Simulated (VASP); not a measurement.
# TiC (Fm-3m) in VASP: a series of runs, part 3 of 3

VASP 6.6.1.

## (6) Electric field gradients, PBEsol (10.74 Å³/atom)

This run uses another cell than the first one, of 10.74 Å³/atom.

Input file INCAR:

```
PREC = Accurate ; ENCUT = 520
EDIFF = 1E-8 ; ISMEAR = -1
SIGMA = 0.03 ; LREAL = False
LASPH = True ; NELM = 60
ALGO = Normal ; ISIF = 2
LWAVE = False ; LCHARG = False
GGA = PS ; LEFG = True
NBANDS = 15
```

Input file KPOINTS:

```
Automatic mesh
0
Gamma
  14 14 14
```

Input file POSCAR:

```
TiC
1.0
    0.0000000000      2.2064421477      2.2064421477
    2.2064421477      0.0000000000      2.2064421477
    2.2064421477      2.2064421477      0.0000000000
Ti C
1 1
Direct
    0.0000000000      0.0000000000      0.0000000000
    0.5000000000      0.5000000000      0.5000000000
```

Potentials or basis: VASP PAW PBE potentials, release 64 (Ti_sv, C).

On the command line:

```sh
$ cat potpaw_PBE.64/Ti_sv/POTCAR potpaw_PBE.64/C/POTCAR > POTCAR
$ mpirun -np 1 vasp_std > vasp.out
```

OUTCAR:

```text
PREC = Accurate
   ENCUT = 520
   EDIFF = 1E-8
   ISMEAR = -1
   LREAL = False
   LASPH = True
   NELM = 60
   ISIF = 2
   GGA = PS

 ion  position               nearest neighbor table
   1  0.000  0.000  0.000-   2 2.21   2 2.21   2 2.21   2 2.21   2 2.21   2 2.21
   2  0.500  0.500  0.500-   1 2.21   1 2.21   1 2.21   1 2.21   1 2.21   1 2.21

  LATTYP: Found a face centered cubic cell.
 ALAT       =     4.4128842954

  Lattice vectors:

 A1 = (   0.0000000000,   2.2064421477,   2.2064421477)
 A2 = (   2.2064421477,   0.0000000000,   2.2064421477)
 A3 = (   2.2064421477,   2.2064421477,   0.0000000000)

Analysis of symmetry for initial positions (statically):
=====================================================================
 Subroutine PRICEL returns:
 Original cell was already a primitive cell.

 Routine SETGRP: Setting up the symmetry group for a
 face centered cubic supercell.

 Subroutine GETGRP returns: Found 48 space group operations
 (whereof 48 operations were pure point group operations)
 out of a pool of 48 trial point group operations.

The static configuration has the point symmetry O_h .

Analysis of symmetry for dynamics (positions and initial velocities):
=====================================================================
 Subroutine PRICEL returns:
 Original cell was already a primitive cell.

 Routine SETGRP: Setting up the symmetry group for a
 face centered cubic supercell.

 Subroutine GETGRP returns: Found 48 space group operations
 (whereof 48 operations were pure point group operations)
 out of a pool of 48 trial point group operations.

[... 574 lines left out ...]
      5      -2.0764      2.00000
      6       5.6403      2.00000
      7       7.0990      2.00000
      8       7.6147      2.00000
      9       9.4272      0.00000
     10      10.7948      0.00000
     11      11.8364      0.00000
     12      12.9151      0.00000
     13      14.6188      0.00000
     14      20.1073      0.00000
     15      22.3377      0.00000

 [... further k-points ...]

------------------------ aborting loop because EDIFF is reached ----------------------------------------

  FORCE on cell =-STRESS in cart. coord.  units (eV):
  Direction    XX          YY          ZZ          XY          YZ          ZX
  --------------------------------------------------------------------------------------
  -------------------------------------------------------------------------------------
  Total       -2.4664413     -2.4664413     -2.4664413      0.0000000      0.0000000      0.0000000
  in kB     -183.9389639   -183.9389639   -183.9389639      0.0000000      0.0000000      0.0000000
  external PRESSURE =    -183.9389639 kB  Pullay stress =       0.0000000 kB

 VOLUME and BASIS-vectors are now :
 -----------------------------------------------------------------------------
  energy-cutoff  :      520.00
  volume of cell :       21.48
      direct lattice vectors                 reciprocal lattice vectors
     0.000000000  2.206442148  2.206442148    -0.226609159  0.226609159  0.226609159
     2.206442148  0.000000000  2.206442148     0.226609159 -0.226609159  0.226609159
     2.206442148  2.206442148  0.000000000     0.226609159  0.226609159 -0.226609159

 POSITION                                       TOTAL-FORCE (eV/Angst)
 -----------------------------------------------------------------------------------
      0.00000      0.00000      0.00000         0.000000      0.000000      0.000000
      2.20644      2.20644      2.20644        -0.000000     -0.000000     -0.000000
 -----------------------------------------------------------------------------------
    total drift:                                0.000000     -0.000000     -0.000000

  FREE ENERGIE OF THE ION-ELECTRON SYSTEM (eV)
  ---------------------------------------------------
  free  energy   TOTEN  =       -19.6998680815 eV

  energy  without entropy=      -19.6988655347  energy(sigma->0) =      -19.69936681

 Electric field gradients (V/A^2)
---------------------------------------------------------------------
 ion       V_xx      V_yy      V_zz      V_xy      V_xz      V_yz
---------------------------------------------------------------------
   1      -0.000    -0.000    -0.000    -0.001    -0.001    -0.001
   2       0.000    -0.000    -0.000     0.000     0.000     0.000
---------------------------------------------------------------------

 Electric field gradients after diagonalization (V/A^2)
 (convention: |V_zz| > |V_xx| > |V_yy|)
----------------------------------------------------------------------
 ion       V_xx      V_yy      V_zz     asymmetry (V_yy - V_xx)/ V_zz
----------------------------------------------------------------------
   1       0.001     0.001    -0.001       0.000
   2      -0.000    -0.000     0.001       0.000
----------------------------------------------------------------------

           NMR quadrupolar parameters

 Cq : quadrupolar parameter    Cq=e*Q*V_zz/h
 eta: asymmetry parameters     (V_yy - V_xx)/ V_zz
 Q  : nuclear electric quadrupole moment in mb (millibarn)
----------------------------------------------------------------------
 ion       Cq(MHz)       eta       Q (mb)
----------------------------------------------------------------------
   1      -0.000       0.000       1.000
   2       0.000       0.000       1.000
----------------------------------------------------------------------
```

stdout:

```text
POSCAR found type information on POSCAR TiC
 POSCAR found :  2 types and       2 ions
 scaLAPACK will be used
 -----------------------------------------------------------------------------
|                                                                             |
|                                                                             |
|     You enforced a specific xc type in the INCAR file but a different       |
|     I HOPE YOU KNOW WHAT YOU ARE DOING!                                     |
|                                                                             |
 -----------------------------------------------------------------------------

 LDA part: xc-table for (Slater+PW92), standard interpolation
 POSCAR, INCAR and KPOINTS ok, starting setup
 FFT: planning ... GRIDC
 FFT: planning ... GRID_SOFT
 FFT: planning ... GRID
 WAVECAR not read
 entering main loop
ion   1

ion   2
```

It took 63 s on 1 thread of Intel Xeon 8259CL, shared host; peak memory 0.16 GiB.

What came out:

* Free energy: -19.6999 eV
* Pressure: -18.4 GPa
* Band gap on the k mesh: zero (bands 8 and 9 overlap by 1.04 eV)
* Largest electric field gradient by atom: zero within the noise of the run

Caveat: the cell stands under tension; the PAW data sets were made with another functional, which shifts forces and pressure a little.

## (7) The runs side by side

```tsv
cell	gap on the mesh (eV)	pressure (GPa)
a = 3.081 Å, angles 60.0°, 2 atoms	none	-10.5
a = 3.101 Å, angles 60.0°, 2 atoms	none	-14.6
a = 3.120 Å, angles 60.0°, 2 atoms	none	-18.4
```

Alike in all rows: task electric field gradients; level PBEsol; potentials or basis VASP PAW PBE potentials, release 64 (Ti_sv, C); no spin polarisation; k mesh 14 × 14 × 14; cutoff (eV) 520; smearing fermi-dirac 0.03 eV.

Caveats: the cell stands under tension; the PAW data sets were made with another functional, which shifts forces and pressure a little.

Total energies depend on the potentials used, so only differences within one code and one set of settings carry meaning.
